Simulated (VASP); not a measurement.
# SrO (Fm-3m) in VASP: elastic constants with PBEsol

Aim: the elastic constants of SrO with PBEsol.

Everything below comes from runs of VASP 6.6.1. Logs are shortened: lines on timing, memory, paths and dates and some standing lists are left out, and cuts for length are marked.

## (1) The cell of the first run

It takes space group Fm-3m (No. 225, cubic). Conventional cell: a = 5.123 Å, b = 5.123 Å, c = 5.123 Å, α = 90.00°, β = 90.00°, γ = 90.00°. Sr (site symmetry m-3m) has 6 O at 2.56 Å within 3.4 Å. Within 3.4 Å of O (site symmetry m-3m) lie 6 Sr at 2.56 Å.

## (2) Elastic constants, PBEsol

INCAR

```
SYSTEM = SrO
PREC = Accurate ; ENCUT = 600
EDIFF = 1E-8 ; ISMEAR = 0
SIGMA = 0.01 ; LREAL = .FALSE.
LASPH = .TRUE. ; NELM = 60
ALGO = Normal ; ISIF = 3
LWAVE = .FALSE. ; LCHARG = .FALSE.
GGA = PS ; IBRION = 6
NFREE = 2 ; POTIM = 0.015
NSW = 1
```

KPOINTS

```
Automatic mesh
0
G
  8 8 8
  0 0 0
```

POSCAR

```
SrO
1.0
    0.0000000000      2.5614442881      2.5614442881
    2.5614442881      0.0000000000      2.5614442881
    2.5614442881      2.5614442881      0.0000000000
Sr O
1 1
Direct
    0.5000000000      0.5000000000      0.5000000000
    0.0000000000      0.0000000000      0.0000000000
```

Potentials or basis: VASP PAW PBE potentials, release 64 (Sr_sv, O).

Run with:

```
cat potpaw_PBE.64/Sr_sv/POTCAR potpaw_PBE.64/O/POTCAR > POTCAR
mpirun -np 1 vasp_std > vasp.out
```

OUTCAR:

```text
SYSTEM = SrO
   PREC = Accurate
   ENCUT = 600
   EDIFF = 1E-8
   ISMEAR = 0
   LREAL = .FALSE.
   LASPH = .TRUE.
   NELM = 60
   ISIF = 3
   GGA = PS
   IBRION = 6
   NFREE = 2
   POTIM = 0.015
   NSW = 1

 ion  position               nearest neighbor table
   1  0.500  0.500  0.500-   2 2.56   2 2.56   2 2.56   2 2.56   2 2.56   2 2.56
   2  0.000  0.000  0.000-   1 2.56   1 2.56   1 2.56   1 2.56   1 2.56   1 2.56

  LATTYP: Found a face centered cubic cell.
 ALAT       =     5.1228885762

  Lattice vectors:

 A1 = (   0.0000000000,   2.5614442881,   2.5614442881)
 A2 = (   2.5614442881,   0.0000000000,   2.5614442881)
 A3 = (   2.5614442881,   2.5614442881,   0.0000000000)

Analysis of symmetry for initial positions (statically):
=====================================================================
 Subroutine PRICEL returns:
 Original cell was already a primitive cell.

 Routine SETGRP: Setting up the symmetry group for a
 face centered cubic supercell.

 Subroutine GETGRP returns: Found 48 space group operations
 (whereof 48 operations were pure point group operations)
 out of a pool of 48 trial point group operations.

The static configuration has the point symmetry O_h .

Analysis of symmetry for dynamics (positions and initial velocities):
=====================================================================
 Subroutine PRICEL returns:
 Original cell was already a primitive cell.

 Routine SETGRP: Setting up the symmetry group for a
 face centered cubic supercell.

 Subroutine GETGRP returns: Found 48 space group operations
 (whereof 48 operations were pure point group operations)
 out of a pool of 48 trial point group operations.

The dynamic configuration has the point symmetry O_h .

 Subroutine INISYM returns: Found 48 space group operations
 (whereof 48 operations are pure point group operations),
[... 354 lines left out ...]
      8       1.5398      2.00000
      9       5.4427      0.00000
     10       7.7268      0.00000
     11       7.7277      0.00000
     12       7.7277      0.00000
[... 331 lines left out ...]
 k-point    24 :      -0.3750    0.2500    0.1250
  band No.  band energies     occupation
      1     -30.4856      2.00000
      2     -14.6935      2.00000
      3     -12.7132      2.00000
      4     -12.5434      2.00000
      5     -11.4708      2.00000
      6      -0.0844      2.00000
      7       0.6535      2.00000
      8       0.7383      2.00000
      9       7.8767      0.00000
     10       8.2297      0.00000
     11      10.9107      0.00000
     12      11.1109      0.00000

 [... further k-points ...]
[... 5 lines left out ...]
  --------------------------------------------------------------------------------------
  -------------------------------------------------------------------------------------
  Total        0.1172830      0.1114468      0.1114468      0.0000000      0.0000000      0.0000000
  in kB        5.5906301      5.3124325      5.3124325      0.0000000      0.0000000      0.0000000
  external PRESSURE =       5.4051650 kB  Pullay stress =       0.0000000 kB
[... 17 lines left out ...]
  FREE ENERGIE OF THE ION-ELECTRON SYSTEM (eV)
  ---------------------------------------------------
  free  energy   TOTEN  =       -12.6403738745 eV

  energy  without entropy=      -12.6403738745  energy(sigma->0) =      -12.64037387

 INTERNAL STRAIN TENSORS FROM STRAINED CELLS
 ============================================

 INTERNAL STRAIN TENSOR FOR ION    1 for displacements in x,y,z  (eV/Angst):
          X           Y           Z          XY          YZ          ZX
  --------------------------------------------------------------------------------
  x     0.00000    -0.00000     0.00000     0.00000     0.00000     0.00000
  y    -0.00000    -0.00000     0.00000     0.00000    -0.00000    -0.00000
  z     0.00000     0.00000     0.00000    -0.00000    -0.00000    -0.00000

 INTERNAL STRAIN TENSORS FROM DISPLACED ATOMS
 ============================================

 INTERNAL STRAIN TENSOR FOR ION    1 for displacements in x,y,z  (eV/Angst):
          X           Y           Z          XY          YZ          ZX
  --------------------------------------------------------------------------------
  x     0.00000     0.00000     0.00000     0.00000     0.00000     0.00000
  y     0.00000     0.00000     0.00000     0.00000     0.00000     0.00000
  z     0.00000     0.00000     0.00000     0.00000     0.00000     0.00000

 INTERNAL STRAIN TENSOR FOR ION    2 for displacements in x,y,z  (eV/Angst):
          X           Y           Z          XY          YZ          ZX
  --------------------------------------------------------------------------------
  x     0.00000     0.00000     0.00000     0.00000     0.00000     0.00000
  y     0.00000     0.00000     0.00000     0.00000     0.00000     0.00000
  z     0.00000     0.00000     0.00000     0.00000     0.00000     0.00000

 Eigenvectors and eigenvalues of the dynamical matrix
 ----------------------------------------------------

   1 f  =    6.287264 THz    39.504043 2PiTHz  209.720542 cm-1    26.002022 meV
             X         Y         Z           dx          dy          dz
      2.561444  2.561444  2.561444     0.393406    0.000000   -0.000000
      0.000000  0.000000  0.000000    -0.919365   -0.000000   -0.000000
[... 21 lines left out ...]
   6 f/i=    0.003112 THz     0.019553 2PiTHz    0.103805 cm-1     0.012870 meV
             X         Y         Z           dx          dy          dz
      2.561444  2.561444  2.561444    -0.008263    0.354057    0.848414
      0.000000  0.000000  0.000000    -0.003536    0.151505    0.363045

--------------------------------------------------------------------------------------------------------

 ELASTIC MODULI CONTR FROM IONIC RELAXATION (kBar)
 Direction    XX          YY          ZZ          XY          YZ          ZX
 --------------------------------------------------------------------------------
 XX           0.0000      0.0000      0.0000      0.0000      0.0000      0.0000
 YY           0.0000      0.0000      0.0000      0.0000      0.0000      0.0000
 ZZ           0.0000      0.0000      0.0000      0.0000      0.0000      0.0000
 XY           0.0000      0.0000      0.0000      0.0000      0.0000      0.0000
 YZ           0.0000      0.0000      0.0000      0.0000      0.0000      0.0000
 ZX           0.0000      0.0000      0.0000      0.0000      0.0000      0.0000
 --------------------------------------------------------------------------------

 TOTAL ELASTIC MODULI (kBar)
 Direction    XX          YY          ZZ          XY          YZ          ZX
 --------------------------------------------------------------------------------
 XX        1907.2345    479.7485    479.7485     -0.0000      0.0000     -0.0000
 YY         479.7485   1907.2345    479.7485     -0.0000      0.0000      0.0000
 ZZ         479.7485    479.7485   1907.2345      0.0000      0.0000     -0.0000
 XY          -0.0000     -0.0000      0.0000    545.2367      0.0000      0.0000
 YZ           0.0000      0.0000      0.0000      0.0000    545.2367      0.0000
 ZX          -0.0000      0.0000     -0.0000      0.0000      0.0000    545.2367
 --------------------------------------------------------------------------------
```

OSZICAR:

```text
N       E                     dE             d eps       ncg     rms          rms(c)
DAV:   1     0.711727898173E+02    0.71173E+02   -0.89139E+03   696   0.140E+03
[... 201 lines left out ...]
DAV:   2    -0.126408105207E+02   -0.21619E-02   -0.30674E-02  1764   0.140E+00    0.282E-01
DAV:   3    -0.126403827590E+02    0.42776E-03   -0.13260E-03  1728   0.346E-01    0.991E-02
DAV:   4    -0.126403768985E+02    0.58604E-05   -0.28118E-04  1708   0.150E-01    0.259E-02
DAV:   5    -0.126403751031E+02    0.17954E-05   -0.19489E-05  1640   0.404E-02    0.164E-02
DAV:   6    -0.126403739185E+02    0.11846E-05   -0.49618E-06  1672   0.265E-02    0.525E-03
DAV:   7    -0.126403738717E+02    0.46779E-07   -0.11324E-06  1728   0.976E-03    0.162E-03
DAV:   8    -0.126403738745E+02   -0.27128E-08   -0.54542E-08  1652   0.231E-03
  17 F= -.12640374E+02 E0= -.12640374E+02  d E =-.728649E-43
```

Wall time 5 min (1 thread of Intel Xeon 6975P-C (Granite Rapids), shared host); peak memory 0.29 GiB.

Results:

```yaml
Elastic_constants_C11_C12_C44: 191, 48, 55 GPa
Voigt_bulk_modulus: 96 GPa
Highest_phonon_frequency_at_Γ_LO-TO_splitting_left_out: 210 cm⁻¹
```

Phonon frequencies in cm⁻¹ (negative: imaginary):
```tsv
q point	frequencies
(0.000, 0.000, 0.000)	0 0 0 210 210 210
```

Elastic tensor in Voigt notation (GPa, in the Cartesian axes of the cell as first typed):
```
191  48  48   0   0   0
 48 191  48   0   0   0
 48  48 191   0   0   0
  0   0   0  55   0   0
  0   0   0   0  55   0
  0   0   0   0   0  55
```

Clamped-ion elastic tensor (GPa):
```
191  48  48   0   0   0
 48 191  48   0   0   0
 48  48 191   0   0   0
  0   0   0  55   0   0
  0   0   0   0  55   0
  0   0   0   0   0  55
```

Caveat: the PAW data sets were made with another functional, which shifts forces and pressure a little.
